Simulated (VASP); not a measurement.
Wanted: the native input for a VASP 6.6.1 run.

* Task: relaxation of cell and atoms
* Functional: PBE
* Potentials or basis: VASP PAW PBE potentials, release 64 (Au)
* Cutoff: 600 eV
* k mesh: 17 × 17 × 17
* Occupations: methfessel-paxton, width 0.05 eV
* Spin: no spin polarisation
* Target pressure: 30 GPa
* Dipole correction: no
* Further INCAR settings: ALGO = Normal; EDIFF = 1e-06; IBRION = 2; EDIFFG = -0.01; NSW = 80; ISIF = 3

The structure of Au lies in POSCAR:

```
Au
1.0
    2.6500000000      0.0000000000      0.0000000000
    0.0000000000      2.6500000000      0.0000000000
    0.0000000000      0.0000000000      2.6500000000
Au
1
Direct
    0.0000000000      0.0000000000      0.0000000000
```

This isn't the form of Au at room conditions, which is fcc.

One way to write it, as run:

INCAR

```
PREC = Accurate
ENCUT = 600
EDIFF = 1E-6
ISMEAR = 1
SIGMA = 0.05
LREAL = False
LASPH = True
NELM = 60
ALGO = Normal
ISIF = 3
LWAVE = False
LCHARG = False
GGA = PE
IBRION = 2
NSW = 80
EDIFFG = -0.01
PSTRESS = 300.0
```

KPOINTS

```
regular mesh
0
Gamma
  17 17 17
```

Potentials or basis: VASP PAW PBE potentials, release 64 (Au).

Run with:

```bash
$ cat potpaw_PBE.64/Au/POTCAR > POTCAR
$ mpirun -np 1 vasp_std > vasp.out
```

It gave:

```json
{"Relaxed volume": "17.39 Å³/atom", "Relaxed cell": "a = 2.591 Å, b = 2.591 Å, c = 2.591 Å, α = 90.00°, β = 90.00°, γ = 90.00°", "Space group after relaxing (to 0.1 Å)": "Pm-3m (No. 221)", "Energy change on relaxing (the run minimises the enthalpy)": "+169.2 meV/atom", "Ionic steps": "5", "Pressure after relaxing": "30.0 GPa", "Band gap on the k mesh": "zero (an odd number of electrons rules out a gap without spin polarisation)"}
```

Caveat: the cell is relaxed towards a set pressure, so the run minimises the enthalpy, not the energy; spin-orbit coupling is left out, which moves the levels of the heavy elements.

Wall time 2.4 min on 1 thread of AMD EPYC 7R13, with other jobs on the host, peak memory 0.15 GiB.
